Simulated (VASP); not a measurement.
# In2Au (Fm-3m) in VASP: further runs, part 2 of 2

VASP 6.6.1. Earlier steps stand in the parts before.

### 3 Electric field gradients, LDA (volume scaled by 0.96)

INCAR

```
ALGO = Normal
EDIFF = 1E-8
ENCUT = 520
GGA = CA
ISIF = 2
ISMEAR = -1
LASPH = True
LCHARG = False
LEFG = True
LREAL = False
LWAVE = False
NBANDS = 26
NELM = 100
PREC = Accurate
SIGMA = 0.05
```

KPOINTS

```
k-points
0
Gamma
  10 10 10
```

POSCAR

```
In2Au
1.0
    0.0000000000      3.2070621815      3.2070621815
    3.2070621815      0.0000000000      3.2070621815
    3.2070621815      3.2070621815      0.0000000000
In Au
2 1
Direct
    0.2500000000      0.2500000000      0.2500000000
    0.7500000000      0.7500000000      0.7500000000
    0.0000000000      0.0000000000      0.0000000000
```

Potentials or basis: VASP PAW LDA potentials, release 64 (In_d, Au).

Run with:

```sh
$ cat potpaw_LDA.64/In_d/POTCAR potpaw_LDA.64/Au/POTCAR > POTCAR
$ mpirun -np 1 vasp_std > vasp.out
```

OUTCAR:

```text
EDIFF = 1E-8
   ENCUT = 520
   GGA = CA
   ISIF = 2
   ISMEAR = -1
   LASPH = True
   LREAL = False
   NELM = 100
   PREC = Accurate

 ion  position               nearest neighbor table
   1  0.250  0.250  0.250-   3 2.78   3 2.78   3 2.78   3 2.78   2 3.21   2 3.21   2 3.21   2 3.21
                             2 3.21   2 3.21
   2  0.750  0.750  0.750-   3 2.78   3 2.78   3 2.78   3 2.78   1 3.21   1 3.21   1 3.21   1 3.21
                             1 3.21   1 3.21
   3  0.000  0.000  0.000-   1 2.78   2 2.78   2 2.78   2 2.78   2 2.78   1 2.78   1 2.78   1 2.78

  LATTYP: Found a face centered cubic cell.
 ALAT       =     6.4141243630

  Lattice vectors:

 A1 = (   0.0000000000,   3.2070621815,   3.2070621815)
 A2 = (   3.2070621815,   0.0000000000,   3.2070621815)
 A3 = (   3.2070621815,   3.2070621815,   0.0000000000)

Analysis of symmetry for initial positions (statically):
=====================================================================
 Subroutine PRICEL returns:
 Original cell was already a primitive cell.

 Routine SETGRP: Setting up the symmetry group for a
 face centered cubic supercell.

 Subroutine GETGRP returns: Found 48 space group operations
 (whereof 48 operations were pure point group operations)
 out of a pool of 48 trial point group operations.

The static configuration has the point symmetry O_h .

Analysis of symmetry for dynamics (positions and initial velocities):
=====================================================================
 Subroutine PRICEL returns:
 Original cell was already a primitive cell.

 Routine SETGRP: Setting up the symmetry group for a
 face centered cubic supercell.

 Subroutine GETGRP returns: Found 48 space group operations
 (whereof 48 operations were pure point group operations)
 out of a pool of 48 trial point group operations.

The dynamic configuration has the point symmetry O_h .

 Subroutine INISYM returns: Found 48 space group operations
 (whereof 48 operations are pure point group operations),
 and found     1 'primitive' translations

----------------------------------------------------------------------------------------

                                     Primitive cell

  volume of cell :      65.9709

  direct lattice vectors                    reciprocal lattice vectors
     0.000000000  3.207062181  3.207062181    -0.155905926  0.155905926  0.155905926
     3.207062181  0.000000000  3.207062181     0.155905926 -0.155905926  0.155905926
     3.207062181  3.207062181  0.000000000     0.155905926  0.155905926 -0.155905926

  length of vectors
     4.535470832  4.535470832  4.535470832     0.270036985  0.270036985  0.270036985

  position of ions in fractional coordinates (direct lattice)
     0.250000000  0.250000000  0.250000000
     0.750000000  0.750000000  0.750000000
     0.000000000  0.000000000  0.000000000

  ion indices of the primitive-cell ions
   primitive index   ion index
                 1           1
                 2           2
                 3           3

----------------------------------------------------------------------------------------

 KPOINTS: k-points
[... 75 lines left out ...]
   ISYM   =      2    0-nonsym 1-usesym 2-fastsym
   POTIM  = 0.5000    time-step for ionic-motion
   TEBEG  =    0.0;   TEEND  =   0.0 temperature during run
   PSTRESS=    0.0 pullay stress
   NELECT =      37.0000    total number of electrons
   NUPDOWN=      -1.0000    fix difference up-down
   EMIN   =  10.00;   EMAX   =-10.00  energy-range for DOS
   EFERMI =   0.00;   METHOD = LEGACY
   ISMEAR =    -1;   SIGMA  =   0.05  broadening in eV -4-tet -1-fermi 0-gaus
   EFERMI_NEDOS =   21; number of points for ismear=-14 and -15
   IALGO  =     38    algorithm
   IMIX   =      4    mixing-type and parameters
     AMIX     =   0.40;   BMIX     =  1.00
     AMIX_MAG =   1.60;   BMIX_MAG =  1.00
  volume/ion in A,a.u.               =      21.99       148.40
  Fermi-wavevector in a.u.,A,eV,Ry     =   1.350075  2.551273 24.799388  1.822704
  Thomas-Fermi vector in A             =   2.477610
   LORBIT       =      0    0 simple, 1 ext, 2 COOP (PROOUT), +10 PAW based schemes
   GGA     = CA    functional components
   LHFCALC =     F    Hartree Fock is set to
   AEXX    =    0.0000 exact exchange contribution
   IVDW    =     0    specifies the selected vdW correction
   LEPSILON=     F    determine dielectric tensor
   LRPA    =     F    only Hartree local field effects (RPA)
 non-spin polarized calculation
  energy-cutoff  :      520.00
  volume of cell :       65.97
 maximum number of plane-waves:      1807
 NGX is ok and might be reduce to    36
   NGX = 17   NGY = 17   NGZ = 17

 number of electron      37.0000004 magnetization

 Free energy of the ion-electron system (eV)
  ---------------------------------------------------
  ext. energy  EPLUGINS =         0.00000000
  ---------------------------------------------------
  free energy    TOTEN  =       -11.68333634 eV

  energy without entropy =      -11.67516622  energy(sigma->0) =      -11.67925128

 E-fermi :   8.4016     XC(G=0): -11.2515

 val. band max:        8.3698560195   @ k =   0.5000   0.2000   0.1000
 cond. band min:       8.4692541153   @ k =   0.2000   0.2000   0.0000
 fundamental gap:      0.0993980958
 Fermi energy:         8.4015692057

 k-point     1 :       0.0000    0.0000    0.0000
  band No.  band energies     occupation
      1      -6.5442      2.00000
      2      -6.5442      2.00000
      3      -6.3711      2.00000
      4      -6.3711      2.00000
      5      -6.3711      2.00000
      6      -6.0551      2.00000
[... 685 lines left out ...]
     25      18.5000      0.00000
     26      18.7252      0.00000

 [... further k-points ...]
[... 5 lines left out ...]
  --------------------------------------------------------------------------------------
  -------------------------------------------------------------------------------------
  Total        0.8409552      0.8409552      0.8409552      0.0000000      0.0000000     -0.0000000
  in kB       20.4235530     20.4235530     20.4235530      0.0000000      0.0000000     -0.0000000
  external PRESSURE =      20.4235530 kB  Pullay stress =       0.0000000 kB

 VOLUME and BASIS-vectors are now :
 -----------------------------------------------------------------------------
  energy-cutoff  :      520.00
  volume of cell :       65.97
      direct lattice vectors                 reciprocal lattice vectors
     0.000000000  3.207062181  3.207062181    -0.155905926  0.155905926  0.155905926
     3.207062181  0.000000000  3.207062181     0.155905926 -0.155905926  0.155905926
     3.207062181  3.207062181  0.000000000     0.155905926  0.155905926 -0.155905926

 POSITION                                       TOTAL-FORCE (eV/Angst)
 -----------------------------------------------------------------------------------
      1.60353      1.60353      1.60353         0.000000      0.000000     -0.000000
      4.81059      4.81059      4.81059        -0.000000     -0.000000     -0.000000
      0.00000      0.00000      0.00000         0.000000      0.000000      0.000000
 -----------------------------------------------------------------------------------
    total drift:                                0.000000      0.000000      0.000000

  FREE ENERGIE OF THE ION-ELECTRON SYSTEM (eV)
  ---------------------------------------------------
  free  energy   TOTEN  =       -11.6833363444 eV

  energy  without entropy=      -11.6751662242  energy(sigma->0) =      -11.67925128

 Electric field gradients (V/A^2)
---------------------------------------------------------------------
 ion       V_xx      V_yy      V_zz      V_xy      V_xz      V_yz
---------------------------------------------------------------------
   1       0.000    -0.000     0.000     0.000     0.000     0.000
   2       0.000    -0.000     0.000     0.000     0.000     0.000
   3      -0.000     0.000     0.000    -0.000    -0.000    -0.000
---------------------------------------------------------------------

 Electric field gradients after diagonalization (V/A^2)
 (convention: |V_zz| > |V_xx| > |V_yy|)
----------------------------------------------------------------------
 ion       V_xx      V_yy      V_zz     asymmetry (V_yy - V_xx)/ V_zz
----------------------------------------------------------------------
   1      -0.000    -0.000     0.000       0.000
   2      -0.000    -0.000     0.000       0.000
   3       0.000     0.000    -0.000       0.000
----------------------------------------------------------------------

           NMR quadrupolar parameters

 Cq : quadrupolar parameter    Cq=e*Q*V_zz/h
 eta: asymmetry parameters     (V_yy - V_xx)/ V_zz
 Q  : nuclear electric quadrupole moment in mb (millibarn)
----------------------------------------------------------------------
 ion       Cq(MHz)       eta       Q (mb)
----------------------------------------------------------------------
   1       0.000       0.000       1.000
   2       0.000       0.000       1.000
   3      -0.000       0.000       1.000
----------------------------------------------------------------------
```

stdout:

```text
POSCAR found type information on POSCAR InAu
 POSCAR found :  2 types and       3 ions
 scaLAPACK will be used
 LDA part: xc-table for (Slater(with rela. corr.)+CA(PZ))
 , standard interpolation
 POSCAR, INCAR and KPOINTS ok, starting setup
 FFT: planning ... GRIDC
 FFT: planning ... GRID_SOFT
 FFT: planning ... GRID
 WAVECAR not read
 entering main loop
ion   1

ion   2

ion   3
```

Wall time 60 s (1 thread of Intel Xeon Platinum 8259CL at 2.50GHz (Skylake/Cascade Lake), shared host); peak memory 0.22 GiB.

Results:

```
Free energy : -11.6833 eV
Pressure    : 2.0 GPa
```

Levels at points of the mesh, in eV from the Fermi level:
| k point | band 17 | band 18 | band 19 | band 20 | band 21 | band 22 |
| --- | --- | --- | --- | --- | --- | --- |
| (0.00, 0.00, 0.00) | 0.41 | 3.20 | 3.20 | 3.20 | 3.86 | 3.86 |
| (0.50, 0.00, 0.00) | -4.82 | 0.85 | 0.85 | 1.95 | 2.82 | 3.75 |
| (0.50, 0.50, 0.00) | -4.36 | -2.03 | -2.03 | -0.13 | 2.50 | 9.27 |

Caveat: without QUAD_EFG the Cq values of the log hold for a quadrupole moment of 1 mb, not for the nuclei; spin-orbit coupling is left out, which moves the levels of the heavy elements.
